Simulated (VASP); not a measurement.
# Na (Im-3m) in VASP: single point with PBE

Aim: the single point of Na with PBE.

Everything below comes from runs of VASP 6.6.1. Logs are shortened: lines on timing, memory, paths and dates and some standing lists are left out, and cuts for length are marked.

## (1) The cell of the first run

Symmetry: Im-3m, No. 229, cubic system. The conventional cell has a = 4.198 Å, b = 4.198 Å, c = 4.198 Å, α = 90.00°, β = 90.00°, γ = 90.00°. Na (site symmetry m-3m) has 14 Na at 3.64 to 4.20 Å within 4.8 Å.

## (2) Single point, PBE

INCAR

```
PREC = Accurate
ENCUT = 500
EDIFF = 1E-6
ISMEAR = -1
SIGMA = 0.1
LREAL = F
LASPH = T
NELM = 120
ALGO = Normal
ISIF = 2
LWAVE = F
LCHARG = F
GGA = PE
NBANDS = 14
GGA_COMPAT = F
```

KPOINTS

```
regular mesh
0
Gamma
  2 2 2
```

POSCAR

```
Na
1.0
    4.1981876900      0.0000000000      0.0000000000
    0.0000000000      4.1981876900      0.0000000000
    0.0000000000      0.0000000000      4.1981876900
Na
2
Direct
    0.0000000000      0.0000000000      0.0000000000
    0.5000000000      0.5000000000      0.5000000000
```

Potentials or basis: VASP PAW PBE potentials, release 64 (Na_pv).

The run is started by

```bash
> cat potpaw_PBE.64/Na_pv/POTCAR > POTCAR
> mpirun -np 1 vasp_std > vasp.out
```

OUTCAR:

```text
PREC = Accurate
   ENCUT = 500
   EDIFF = 1E-6
   ISMEAR = -1
   LREAL = F
   LASPH = T
   NELM = 120
   ISIF = 2
   GGA = PE

 ion  position               nearest neighbor table
   1  0.000  0.000  0.000-
   2  0.500  0.500  0.500-

  LATTYP: Found a simple cubic cell.
 ALAT       =     4.1981876900

  Lattice vectors:

 A1 = (   4.1981876900,   0.0000000000,   0.0000000000)
 A2 = (   0.0000000000,   4.1981876900,   0.0000000000)
 A3 = (   0.0000000000,   0.0000000000,   4.1981876900)

Analysis of symmetry for initial positions (statically):
=====================================================================
 Subroutine PRICEL returns following result:

  LATTYP: Found a body centered cubic cell.
 ALAT       =     4.1981876900

  Lattice vectors:

 A1 = (   2.0990938450,   2.0990938450,  -2.0990938450)
 A2 = (  -2.0990938450,   2.0990938450,   2.0990938450)
 A3 = (   2.0990938450,  -2.0990938450,   2.0990938450)

   2 primitive cells build up your supercell.

 Routine SETGRP: Setting up the symmetry group for a
 simple cubic supercell.

 Subroutine GETGRP returns: Found 48 space group operations
 (whereof 48 operations were pure point group operations)
 out of a pool of 48 trial point group operations.

The static configuration has the point symmetry O_h .

Analysis of symmetry for dynamics (positions and initial velocities):
=====================================================================
 Subroutine PRICEL returns following result:

  LATTYP: Found a body centered cubic cell.
 ALAT       =     4.1981876900

  Lattice vectors:

 A1 = (   2.0990938450,   2.0990938450,  -2.0990938450)
 A2 = (  -2.0990938450,   2.0990938450,   2.0990938450)
 A3 = (   2.0990938450,  -2.0990938450,   2.0990938450)

   2 primitive cells build up your supercell.

 Routine SETGRP: Setting up the symmetry group for a
 simple cubic supercell.

 Subroutine GETGRP returns: Found 48 space group operations
 (whereof 48 operations were pure point group operations)
 out of a pool of 48 trial point group operations.

The dynamic configuration has the point symmetry O_h .

 Subroutine INISYM returns: Found 48 space group operations
 (whereof 48 operations are pure point group operations),
 and found     2 'primitive' translations

----------------------------------------------------------------------------------------

                                     Primitive cell

  volume of cell :      36.9961

  direct lattice vectors                    reciprocal lattice vectors
     2.099093845  2.099093845 -2.099093845     0.238198021  0.238198021  0.000000000
    -2.099093845  2.099093845  2.099093845    -0.000000000  0.238198021  0.238198021
     2.099093845 -2.099093845  2.099093845     0.238198021  0.000000000  0.238198021

  length of vectors
     3.635737189  3.635737189  3.635737189     0.336862872  0.336862872  0.336862872

  position of ions in fractional coordinates (direct lattice)
     0.000000000  0.000000000  0.000000000

  ion indices of the primitive-cell ions
   primitive index   ion index
                 1           1

----------------------------------------------------------------------------------------

 KPOINTS: regular mesh

Automatic generation of k-mesh.
 Grid dimensions read from file:
 generate k-points for:    2    2    2

 Generating k-lattice:

  Cartesian coordinates                     Fractional coordinates (reciprocal lattice)
     0.119099011  0.000000000  0.000000000     0.500000000  0.000000000  0.000000000
     0.000000000  0.119099011  0.000000000     0.000000000  0.500000000  0.000000000
     0.000000000  0.000000000  0.119099011     0.000000000  0.000000000  0.500000000

  Length of vectors
     0.119099011  0.119099011  0.119099011

  Shift w.r.t. Gamma in fractional coordinates (k-lattice)
     0.000000000  0.000000000  0.000000000

 Subroutine IBZKPT returns following result:
 ===========================================

 Found      4 irreducible k-points:

 Following reciprocal coordinates:
            Coordinates               Weight
  0.000000  0.000000  0.000000      1.000000
  0.500000  0.000000  0.000000      3.000000
  0.500000  0.500000  0.000000      3.000000
  0.500000  0.500000  0.500000      1.000000
   k-points           NKPTS =      4   k-points in BZ     NKDIM =      4   number of bands    NBANDS=     14
   number of dos      NEDOS =    301   number of ions     NIONS =      2
   total plane-waves  NPLWV =  32768
   dimension x,y,z NGX =    32 NGY =   32 NGZ =   32
   dimension x,y,z NGXF=    64 NGYF=   64 NGZF=   64
   ions per type =               2
   NGX,Y,Z   is equivalent  to a cutoff of  12.67, 12.67, 12.67 a.u.
   NGXF,Y,Z  is equivalent  to a cutoff of  25.34, 25.34, 25.34 a.u.
 SYSTEM =  unknown system
   PREC   = accura    normal or accurate (medium, high low for compatibility)
   ISTART =      0    job   : 0-new  1-cont  2-samecut
   ICHARG =      2    charge: 1-file 2-atom 10-const
   ISPIN  =      1    spin polarized calculation?
   LNONCOLLINEAR =      F non collinear calculations
   LSORBIT =      F    spin-orbit coupling
   LASPH  =      T    aspherical Exc in radial PAW
   ENCUT  =  500.0 eV  36.75 Ry    6.06 a.u.   7.65  7.65  7.65*2*pi/ulx,y,z
   NELM   =    120;   NELMIN=  2; NELMDL= -5     # of ELM steps
   EDIFF  = 0.1E-05   stopping-criterion for ELM
   LREAL  =      F    real-space projection
   EDIFFG = 0.1E-04   stopping-criterion for IOM
   NSW    =      0    number of steps for IOM
   IBRION =     -1    ionic relax: 0-MD 1-quasi-New 2-CG
   NFREE  =      0    steps in history (QN), initial steepest desc. (CG)
   ISIF   =      2    stress and relaxation
   ISYM   =      2    0-nonsym 1-usesym 2-fastsym
   POTIM  = 0.5000    time-step for ionic-motion
   TEBEG  =    0.0;   TEEND  =   0.0 temperature during run
   PSTRESS=    0.0 pullay stress
   NELECT =      14.0000    total number of electrons
   NUPDOWN=      -1.0000    fix difference up-down
   EMIN   =  10.00;   EMAX   =-10.00  energy-range for DOS
   EFERMI =   0.00;   METHOD = LEGACY
   ISMEAR =    -1;   SIGMA  =   0.10  broadening in eV -4-tet -1-fermi 0-gaus
   EFERMI_NEDOS =   21; number of points for ismear=-14 and -15
   IALGO  =     38    algorithm
   IMIX   =      4    mixing-type and parameters
     AMIX     =   0.40;   BMIX     =  1.00
     AMIX_MAG =   1.60;   BMIX_MAG =  1.00
  volume/ion in A,a.u.               =      37.00       249.66
  Fermi-wavevector in a.u.,A,eV,Ry     =   0.939844  1.776047 12.018112  0.883306
  Thomas-Fermi vector in A             =   2.067196
   LORBIT       =      0    0 simple, 1 ext, 2 COOP (PROOUT), +10 PAW based schemes
   GGA     = PE    functional components
   LHFCALC =     F    Hartree Fock is set to
   AEXX    =    0.0000 exact exchange contribution
   IVDW    =     0    specifies the selected vdW correction
   LEPSILON=     F    determine dielectric tensor
   LRPA    =     F    only Hartree local field effects (RPA)
 non-spin polarized calculation
  energy-cutoff  :      500.00
  volume of cell :       73.99
 maximum number of plane-waves:      1924
 NGX is ok and might be reduce to    32
   NGX = 15   NGY = 15   NGZ = 15

 number of electron      14.0000021 magnetization

 Free energy of the ion-electron system (eV)
  ---------------------------------------------------
  ext. energy  EPLUGINS =         0.00000000
  ---------------------------------------------------
  free energy    TOTEN  =        -2.42182847 eV

  energy without entropy =       -2.35262302  energy(sigma->0) =       -2.38722574

 E-fermi :   0.9260     XC(G=0):  -6.5122

 val. band max:       -0.7886388695   @ k =   0.5000   0.0000   0.0000
 cond. band min:       1.0883345534   @ k =   0.5000   0.5000   0.0000
 fundamental gap:      1.8769734229
 Fermi energy:         0.9260046950

 k-point     1 :       0.0000    0.0000    0.0000
  band No.  band energies     occupation
      1     -24.6027      2.00000
      2     -24.6027      2.00000
      3     -24.6027      2.00000
      4     -24.5768      2.00000
      5     -24.5768      2.00000
      6     -24.5768      2.00000
      7      -2.9516      2.00000
      8       4.8500      0.00000
      9       4.8500      0.00000
     10       5.2372      0.00000
     11       5.2372      0.00000
     12       5.2372      0.00000
     13       8.0330      0.00000
     14      12.0806      0.00000

 k-point     2 :       0.5000    0.0000    0.0000
  band No.  band energies     occupation
      1     -24.5952      2.00000
      2     -24.5952      2.00000
      3     -24.5893      2.00000
      4     -24.5893      2.00000
      5     -24.5893      2.00000
      6     -24.5893      2.00000
      7      -0.7886      2.00000
      8      -0.7886      2.00000
      9       6.9755      0.00000
     10       6.9755      0.00000
     11       7.0935      0.00000
     12       7.0935      0.00000
     13       7.0935      0.00000
     14       7.0935      0.00000

 k-point     3 :       0.5000    0.5000    0.0000
  band No.  band energies     occupation
      1     -24.6125      2.00000
      2     -24.6125      2.00000
      3     -24.5889      2.00000
      4     -24.5889      2.00000
      5     -24.5767      2.00000
      6     -24.5767      2.00000
      7       1.0883      0.32950
      8       1.0883      0.32950
      9       1.5516      0.00383
     10       1.5516      0.00383
     11       8.5470      0.00000
     12       8.5470      0.00000
     13       9.5047      0.00000
     14       9.5048      0.00000

 k-point     4 :       0.5000    0.5000    0.5000
  band No.  band energies     occupation
      1     -24.5941      2.00000
      2     -24.5941      2.00000
      3     -24.5941      2.00000
      4     -24.5941      2.00000
      5     -24.5941      2.00000
      6     -24.5941      2.00000
      7       3.0472      0.00000
      8       3.0472      0.00000
      9       3.0472      0.00000
     10       3.0472      0.00000
     11       3.0472      0.00000
     12       3.0472      0.00000
     13       4.7075      0.00000
     14       4.7075      0.00000

------------------------ aborting loop because EDIFF is reached ----------------------------------------

  FORCE on cell =-STRESS in cart. coord.  units (eV):
  Direction    XX          YY          ZZ          XY          YZ          ZX
  --------------------------------------------------------------------------------------
  -------------------------------------------------------------------------------------
  Total        0.0981848      0.0981848      0.0981848      0.0000000      0.0000000     -0.0000000
  in kB        2.1260286      2.1260286      2.1260286      0.0000000      0.0000000     -0.0000000
  external PRESSURE =       2.1260286 kB  Pullay stress =       0.0000000 kB

 VOLUME and BASIS-vectors are now :
 -----------------------------------------------------------------------------
  energy-cutoff  :      500.00
  volume of cell :       73.99
      direct lattice vectors                 reciprocal lattice vectors
     4.198187690  0.000000000  0.000000000     0.238198021  0.000000000  0.000000000
     0.000000000  4.198187690  0.000000000     0.000000000  0.238198021  0.000000000
     0.000000000  0.000000000  4.198187690     0.000000000  0.000000000  0.238198021

 POSITION                                       TOTAL-FORCE (eV/Angst)
 -----------------------------------------------------------------------------------
      0.00000      0.00000      0.00000         0.000000      0.000000      0.000000
      2.09909      2.09909      2.09909        -0.000000     -0.000000     -0.000000
 -----------------------------------------------------------------------------------
    total drift:                                0.000000      0.000000     -0.000000

  FREE ENERGIE OF THE ION-ELECTRON SYSTEM (eV)
  ---------------------------------------------------
  free  energy   TOTEN  =        -2.4218284691 eV

  energy  without entropy=       -2.3526230165  energy(sigma->0) =       -2.38722574
```

Run time: 4.3 s. Hardware: 1 thread of Intel Xeon 8259CL, shared host; peak memory 0.16 GiB.

Results:

```yaml
Free_energy: -2.4218 eV
Pressure: 0.2 GPa
Band_gap_on_the_k_mesh: zero (band 7 reaches 3.05 eV, above the bottom of band 8 at -0.79 eV)
```

Levels at points of the mesh, in eV from the Fermi level:
```tsv
k point	band 3	band 4	band 5	band 6	band 7	band 8	band 9	band 10
(0.00, 0.00, 0.00)	-25.53	-25.50	-25.50	-25.50	-3.88	3.92	3.92	4.31
(0.50, 0.00, 0.00)	-25.52	-25.52	-25.52	-25.52	-1.71	-1.71	6.05	6.05
(0.50, 0.50, 0.00)	-25.51	-25.51	-25.50	-25.50	0.16	0.16	0.63	0.63
(0.50, 0.50, 0.50)	-25.52	-25.52	-25.52	-25.52	2.12	2.12	2.12	2.12
```

Caveat: the k points lie up to 0.75 Å⁻¹ apart.
